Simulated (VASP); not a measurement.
# Si3C: relaxation of cell and atoms with PBE

Si3C:

```xyz
8
Lattice="2.8640 0.0000 0.0000 0.0000 5.1441 0.0000 0.0000 0.0000 6.9607" Properties=species:S:1:pos:R:3 pbc="T T T"
Si    0.0000    1.3807    4.7740
Si    0.0000    3.7633    4.7740
Si    1.4320    1.2157    0.0000
Si    1.4320    3.9283    0.0000
Si    0.0000    3.7633    2.1867
Si    0.0000    1.3807    2.1867
C     1.4320    4.3591    3.4804
C     1.4320    0.7849    3.4804
```

```json
{
  "Program": "VASP 6.6.1",
  "Task": "relaxation of cell and atoms",
  "Functional": "PBE",
  "Potentials or basis": "VASP PAW PBE potentials, release 64 (Si, C)",
  "Cutoff": "600 eV",
  "k mesh": "14 × 8 × 6",
  "Occupations": "gaussian, width 0.1 eV",
  "Spin": "no spin polarisation",
  "Dipole correction": "no",
  "Further INCAR settings": "ALGO = Normal; EDIFF = 1e-06; IBRION = 2; EDIFFG = -0.01; NSW = 100; ISIF = 3"
}
```

The relaxed volume is 12.79 Å³/atom and the relaxed cell is a = 2.869 Å, b = 5.135 Å, c = 6.946 Å, α = 90.00°, β = 90.00°, γ = 90.00°. The space group after relaxing (to 0.1 Å) is Pmmm (No. 47) and the energy gained by relaxing is 0.7 meV/atom. The ionic steps are 8. The pressure after relaxing is 0.0 GPa and the largest force after relaxing is 0.009 eV/Å. The band gap on the k mesh is zero (bands 16 and 17 overlap by 3.89 eV).

Forces in eV/Å, atoms in the order of the input:
```
Si   0.000  0.002 -0.008
Si   0.000 -0.002 -0.008
Si   0.000  0.003  0.000
Si   0.000 -0.003  0.000
Si   0.000 -0.002  0.008
Si   0.000  0.002  0.008
C    0.000 -0.008  0.000
C    0.000  0.008  0.000
```

Stress tensor (GPa, compression positive):
```
 0.06  0.00  0.00
 0.00 -0.08  0.00
 0.00  0.00  0.04
```

Step by step:
```csv
step,energy change (eV),largest force (eV/Å),pressure (GPa),volume (Å³)
1,0.0000,0.1980,-0.08,102.55
2,-0.0035,0.1158,-0.03,102.45
3,-0.0047,0.0915,0.06,102.35
4,-0.0046,0.1163,-0.01,102.37
5,-0.0053,0.0151,0.02,102.36
6,-0.0053,0.0102,-0.04,102.39
7,-0.0053,0.0105,-0.04,102.39
8,-0.0054,0.0086,0.01,102.35
```

Final structure:
```yaml
crystal:
  lattice:
    - [2.86940, 0.00000, 0.00000]
    - [0.00000, 5.13541, 0.00000]
    - [0.00000, 0.00000, 6.94611]
  atoms:
    - { symbol: Si, position: [0.00000, 0.26830, 0.68615] }
    - { symbol: Si, position: [0.00000, 0.73170, 0.68615] }
    - { symbol: Si, position: [0.50000, 0.24093, 0.00000] }
    - { symbol: Si, position: [0.50000, 0.75907, 0.00000] }
    - { symbol: Si, position: [0.00000, 0.73170, 0.31385] }
    - { symbol: Si, position: [0.00000, 0.26830, 0.31385] }
    - { symbol: C, position: [0.50000, 0.84713, 0.50000] }
    - { symbol: C, position: [0.50000, 0.15287, 0.50000] }
```

Levels at points of the mesh, in eV from the Fermi level:
| k point | band 12 | band 13 | band 14 | band 15 | band 16 | band 17 | band 18 | band 19 | band 20 | band 21 |
| --- | --- | --- | --- | --- | --- | --- | --- | --- | --- | --- |
| (0.00, 0.00, 0.00) | -2.93 | -1.19 | -1.15 | -0.35 | 1.74 | 2.18 | 3.04 | 3.50 | 4.47 | 4.92 |
| (0.50, 0.00, 0.00) | -3.47 | -3.44 | -2.55 | -2.14 | -1.98 | -1.96 | 0.76 | 1.37 | 1.54 | 1.59 |
| (0.00, 0.50, 0.00) | -2.05 | -0.91 | -0.89 | -0.77 | -0.43 | 1.33 | 1.70 | 3.15 | 4.66 | 4.66 |
| (0.50, 0.50, 0.00) | -5.54 | -4.59 | -1.62 | -0.66 | 0.12 | 1.26 | 1.43 | 1.65 | 2.03 | 2.37 |
| (0.00, 0.00, 0.50) | -2.82 | -2.79 | -0.35 | 1.04 | 1.10 | 2.98 | 3.35 | 4.25 | 4.48 | 4.97 |
| (0.50, 0.00, 0.50) | -3.32 | -3.20 | -3.13 | -2.75 | -2.32 | -1.57 | -0.41 | -0.37 | 1.74 | 1.75 |
| (0.00, 0.50, 0.50) | -1.81 | -0.98 | -0.76 | 0.81 | 1.20 | 1.61 | 4.03 | 4.04 | 4.11 | 4.30 |
| (0.50, 0.50, 0.50) | -3.60 | -2.87 | -2.73 | -2.19 | -2.17 | -1.98 | 0.00 | 2.12 | 2.28 | 2.91 |

Wall time 13 min on 1 thread of Intel(R) Xeon(R) Platinum 8488C (Sapphire Rapids), with other jobs on the host, peak memory 0.47 GiB.
